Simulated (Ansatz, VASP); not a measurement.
Ti2O3: VASP beside Ansatz

File INCAR:

```
PREC = Accurate ; ENCUT = 520
EDIFF = 1E-6 ; ISMEAR = 0
SIGMA = 0.1 ; LREAL = False
LASPH = True ; NELM = 100
ALGO = Normal ; ISIF = 2
LWAVE = False ; LCHARG = False
GGA = PS ; NBANDS = 53
```

KPOINTS

```
regular mesh
0
Gamma
  9 9 9
```

POSCAR

```
Ti2O3
1.0
    2.5197817670      1.4547966815      4.6253897484
   -2.5197817670      1.4547966815      4.6253897484
    0.0000000000     -2.9095933630      4.6253897484
Ti O
4 6
Direct
    0.3454073468      0.3454073468      0.3454073468
    0.1545926532      0.1545926532      0.1545926532
    0.6545926532      0.6545926532      0.6545926532
    0.8454073468      0.8454073468      0.8454073468
    0.5617720579      0.9382279421      0.2500000000
    0.2500000000      0.5617720579      0.9382279421
    0.9382279421      0.2500000000      0.5617720579
    0.4382279421      0.0617720579      0.7500000000
    0.7500000000      0.4382279421      0.0617720579
    0.0617720579      0.7500000000      0.4382279421
```

Input for Ansatz:

```yaml
crystal:
  lattice:
    - [2.519781767, 1.4547966815, 4.6253897484]
    - [-2.519781767, 1.4547966815, 4.6253897484]
    - [0.0, -2.909593363, 4.6253897484]
  atoms:
    - { symbol: Ti, position: [0.3454073468, 0.3454073468, 0.3454073468] }
    - { symbol: Ti, position: [0.1545926532, 0.1545926532, 0.1545926532] }
    - { symbol: Ti, position: [0.6545926532, 0.6545926532, 0.6545926532] }
    - { symbol: Ti, position: [0.8454073468, 0.8454073468, 0.8454073468] }
    - { symbol: O, position: [0.5617720579, 0.9382279421, 0.25] }
    - { symbol: O, position: [0.25, 0.5617720579, 0.9382279421] }
    - { symbol: O, position: [0.9382279421, 0.25, 0.5617720579] }
    - { symbol: O, position: [0.4382279421, 0.0617720579, 0.75] }
    - { symbol: O, position: [0.75, 0.4382279421, 0.0617720579] }
    - { symbol: O, position: [0.0617720579, 0.75, 0.4382279421] }
basis:
  ecutwfc: 420
kpoints:
  mp_grid: { grid: [9, 9, 9] }
  band_path:
    path:
      - [[0.0, 0.0, 0.0], [0.5, 0.5, 0.5], [0.76738305, 0.23261695, 0.5]]
      - [[0.5, -0.23261695, 0.23261695], [0.5, 0.0, 0.0], [0.0, 0.0, 0.0], [0.36630848, -0.36630848, 0.0]]
      - [[0.63369152, 0.0, 0.36630848], [0.5, 0.0, 0.5], [0.0, 0.0, 0.0]]
    npoints: 14
hamiltonian:
  xc: pbesol
scf:
  occupations: { method: gaussian, width: 0.1 }
  n_extra_bands: 25
output:
  forces: true
  stress: true
  eigenvalues: true
  populations: true
  dos: { projected: true, de: 0.02, nscf_kmesh: { grid: [14, 14, 14] } }
  bader: true
  write_density: true
  write_potential: true
  elf: true
  volumetric_format: npy
```

Alike in both runs: task single point; functional PBEsol; k mesh 9 × 9 × 9; occupations gaussian, width 0.1 eV; no spin polarisation.

|  | VASP | Ansatz |
| --- | --- | --- |
| version | VASP 6.6.1 | Ansatz 0.2.0 |
| potentials or method | VASP PAW PBE potentials, release 64 (Ti_sv, O), cutoff 520 eV | scalar-relativistic, plane waves, PAW |
| valence electrons in the cell | 84 | 84 |

|  | VASP | Ansatz | Ansatz less VASP |
| --- | --- | --- | --- |
| gap on the k mesh at the Fermi level (eV) | none | none | - |
| pressure (GPa) | 0.7 | 0.0 | -0.70 |
| traceless stress, the component that is largest in VASP (GPa) | 0.05 | 0.00 | -0.053 |
| rms of the force components (eV/Å) | 0.013 | 0.000 | -0.0129 |

VASP's potentials were made for PBE, not for PBEsol. Atom by atom the forces differ by 0.013 eV/Å (rms over components). A gap of «none» marks a metal or a gap that the smearing closes.
